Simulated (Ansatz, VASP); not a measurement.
**SrTiO3 in VASP and in Ansatz**

```
Sr Ti O
1.0
     3.91801    0.00000    0.00000
     0.00000    3.91801    0.00000
     0.00000    0.00000    3.91801
Sr Ti O
1 1 3
Direct
  0.00000 0.00000 0.00000
  0.50000 0.50000 0.50000
  0.00000 0.50000 0.50000
  0.50000 0.00000 0.50000
  0.50000 0.50000 0.00000
```

Alike in both runs: task single point; functional r2SCAN; k mesh 6 × 6 × 6; occupations gaussian, width 0.05 eV; no spin polarisation; Hubbard terms Ti d U = 4.0 eV.

```csv
,VASP,Ansatz
version,VASP 6.6.1,Ansatz 0.2.0
potentials or method,"VASP PAW PBE potentials, release 64 (Sr_sv, Ti_sv, O_h), cutoff 910 eV","scalar-relativistic, plane waves, PAW"
valence electrons in the cell,40,40
```

|  | VASP | Ansatz | Ansatz less VASP |
| --- | --- | --- | --- |
| gap on the k mesh at the Fermi level (eV) | 2.85 | 2.78 | -0.065 |
| least direct gap on the mesh (eV) | 3.29 | 3.21 | -0.074 |

VASP's potentials were made for PBE, not for r2SCAN. The programs project onto different local orbitals, so the same U acts differently, and such runs can settle in different states.

Noted on VASP's run: the cutoff is under 1.25 times that of the potentials, so the pressure is a little rough.
